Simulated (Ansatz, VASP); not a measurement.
Two plane-wave programs on MoS2

```xyz
3
Lattice="1.5855 0.9154 6.1150 -1.5855 0.9154 6.1150 0.0000 -1.8308 6.1150" Properties=species:S:1:pos:R:3 pbc="T T T"
Mo    0.0000    0.0000    0.0000
S     0.0000    0.0000    4.5862
S     0.0000    0.0000   13.7587
```

Alike in both runs: task relaxation of cell and atoms; functional PBEsol; dispersion D4; k mesh 10 × 10 × 10; occupations fermi-dirac, width 0.05 eV; no spin polarisation.

|  | VASP | Ansatz |
| --- | --- | --- |
| version | VASP 6.6.1 | Ansatz 0.2.0 |
| potentials or method | VASP PAW PBE potentials, release 64 (Mo_sv, S) | Ansatz PAW |
| plane-wave cutoff (eV) | 600 | 420 |
| valence electrons in the cell | 26 | 26 |

```tsv
	VASP	Ansatz	Ansatz less VASP
gap on the k mesh at the Fermi level, each at its own relaxed structure (eV)	none	none	-
relaxed volume (Å³/atom)	16.33	16.32	-0.003
relaxed length of the cell vector where the two differ most in proportion (Å)	6.157	6.157	+0.0003
```

VASP's potentials were made for PBE, not for PBEsol. A gap of «none» marks a metal or a gap that the smearing closes.

Noted on Ansatz's run: the plane-wave basis is chosen anew once the cell has moved, so the energies of steps on either side of that aren't comparable.
